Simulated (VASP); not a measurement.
AlN:

```
Al N
1.0
     3.08862    0.00000    0.00000
    -1.54431    2.67482    0.00000
     0.00000    0.00000    4.74584
Al N
2 2
Direct
  0.33333 0.66667 0.00152
  0.66667 0.33333 0.50152
  0.33333 0.66667 0.38348
  0.66667 0.33333 0.88348
```

This cell differs from its parent crystal: engineering shear strain xz +0.0000, normal strain along z -0.0400.

| Quantity | Value |
| --- | --- |
| Program | VASP 6.6.1 |
| Task | relaxation of the atoms |
| Functional | LDA |
| Potentials or basis | VASP PAW LDA potentials, release 64 (Al, N) |
| Cutoff | 520 eV |
| k mesh | 9 × 9 × 6 |
| Occupations | gaussian, width 0.05 eV |
| Spin | no spin polarisation |

At the start: pressure 10.1 GPa; volume 9.80 Å³/atom.

Task: Where does the relaxation end?

Result: Over 3 steps the energy falls by 8.4 meV/atom; space group P6_3mc (No. 186, to 0.05 Å).

Step by step:
```csv
step,energy change (eV),largest force (eV/Å),pressure (GPa)
1,0.0000,0.7538,10.14
2,-0.0247,0.3327,8.96
3,-0.0336,0.0020,9.22
```

Final structure:
```xyz
4
Lattice="3.0886 0.0000 0.0000 -1.5443 2.6748 0.0000 0.0000 0.0000 4.7458" Properties=species:S:1:pos:R:3 pbc="T T T"
Al    0.0000    1.7832    4.7297
Al    1.5443    0.8916    2.3568
N     0.0000    1.7832    1.8433
N     1.5443    0.8916    4.2162
```

Caveat: the cell differs from its parent crystal (engineering shear strain xz +0.0000, normal strain along z -0.0400).
